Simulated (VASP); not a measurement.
Set up this calculation in VASP 6.6.1, as the native input.

* Task: single point
* Functional: RPBE
* Dispersion: D3(BJ)
* Potentials or basis: VASP PAW PBE potentials, release 64 (Pt, Se)
* Cutoff: 520 eV
* k mesh: 8 × 8 × 5
* Occupations: fermi-dirac, width 0.05 eV
* Spin: no spin polarisation
* Dipole correction: no
* Further INCAR settings: ALGO = Normal; EDIFF = 1e-07; NBANDS = 18

The structure of PtSe2 (Sudovikovite) lies in POSCAR:

```
PtSe2
1.0
    3.7486629704      0.0000000000      0.0000000000
   -1.8743314852      3.2464373626      0.0000000000
    0.0000000000      0.0000000000      5.0955241558
Pt Se
1 2
Direct
    0.0000000000      0.0000000000      0.0000000000
    0.6666666667      0.3333333333      0.7500000000
    0.3333333333      0.6666666667      0.2500000000
```

The input as run:

INCAR

```
PREC = Accurate ; ENCUT = 520
EDIFF = 1E-7 ; ISMEAR = -1
SIGMA = 0.05 ; LREAL = F
LASPH = T ; NELM = 100
ALGO = Normal ; ISIF = 2
LWAVE = F ; LCHARG = F
GGA = RP ; IVDW = 12
NBANDS = 18
```

KPOINTS

```
regular mesh
0
Gamma
  8 8 5
```

Potentials or basis: VASP PAW PBE potentials, release 64 (Pt, Se).

The run is started by

```bash
$ cat potpaw_PBE.64/Pt/POTCAR potpaw_PBE.64/Se/POTCAR > POTCAR
$ mpirun -np 1 vasp_std > vasp.out
```

It gave:

```json
{
 "Pressure": "-12.2 GPa",
 "Largest force": "0.030 eV/Å",
 "Band gap on the k mesh": "zero (band 11 reaches 6.76 eV, above the bottom of band 12 at 6.50 eV)",
 "Dispersion energy per atom": "-2.051 eV"
}
```

Caveat: the PAW data sets were made with another functional, which shifts forces and pressure a little; spin-orbit coupling is left out, which moves the levels of the heavy elements; pairwise dispersion overbinds metals, which lowers pressure and volume.

Wall time 34 s on 1 thread of Intel(R) Xeon(R) Platinum 8488C (Sapphire Rapids), with other jobs on the host, peak memory 0.21 GiB.
